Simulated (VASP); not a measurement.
A run of VASP 6.6.1 is set up as follows.

Contents of INCAR:

```
SYSTEM = Al6GaAs8
ALGO = Normal ; EDIFF = 1E-6
ENCUT = 520 ; GGA = PS
ISIF = 2 ; ISMEAR = 0
LASPH = .TRUE. ; LCHARG = .FALSE.
LREAL = Auto ; LWAVE = .FALSE.
NBANDS = 48 ; NELM = 60
PREC = Accurate ; SIGMA = 0.02
```

Contents of KPOINTS:

```
k-points
0
G
  2 2 2
  0 0 0
```

Contents of POSCAR:

```
Al6GaAs8
1.0
    0.0000000000      5.6758016010     -5.6758016010
    5.6758016010      5.6758016010      0.0000000000
    5.6758016010      0.0000000000     -5.6758016010
Ga Al As
1 6 8
Direct
    0.4579540799      0.0427871721      0.4579540799
    0.0160924406     -0.0363769762      0.4942481604
    0.0116801123      0.5171315360      0.4936016438
    0.4942481604     -0.0363769762      0.0160924406
    0.4936016438      0.5171315360      0.0116801123
   -0.0083995184      0.0025485387     -0.0083995184
    0.0006943513      0.4925068204      0.0006945274
    0.1206420781      0.1174465823      0.1206420781
    0.1195811707      0.6296238402      0.1195811707
    0.6150948792      0.1439545561      0.0874284436
    0.6135321924      0.5921371528      0.1877791147
    0.0874284436      0.1439545561      0.6150948792
    0.1877791147      0.5921371528      0.6135321924
    0.6470746792      0.0035761468      0.6470746792
    0.6429961363      0.6944850749      0.6429961363
```

Potentials or basis: VASP PAW PBE potentials, release 64 (Ga_d, Al, As).

Command:

```sh
$ cat potpaw_PBE.64/Ga_d/POTCAR potpaw_PBE.64/Al/POTCAR potpaw_PBE.64/As/POTCAR > POTCAR
$ mpirun -np 1 vasp_std > vasp.out
```

Q: Estimate the band gap on the k mesh.

A: Zero (an odd number of electrons rules out a gap without spin polarisation).

Q: Predict the pressure.

A: -0.9 GPa.

Q: Estimate the largest force.

A: 0.059 eV/Å.

Stress tensor (GPa, compression positive):
```
-1.63  0.82  0.06
 0.82 -1.63  0.06
 0.06  0.06  0.51
```

Caveat: the k points lie up to 0.48 Å⁻¹ apart, too coarse for converged energies and pressures of a metal; the PAW data sets were made with another functional, which shifts forces and pressure a little.
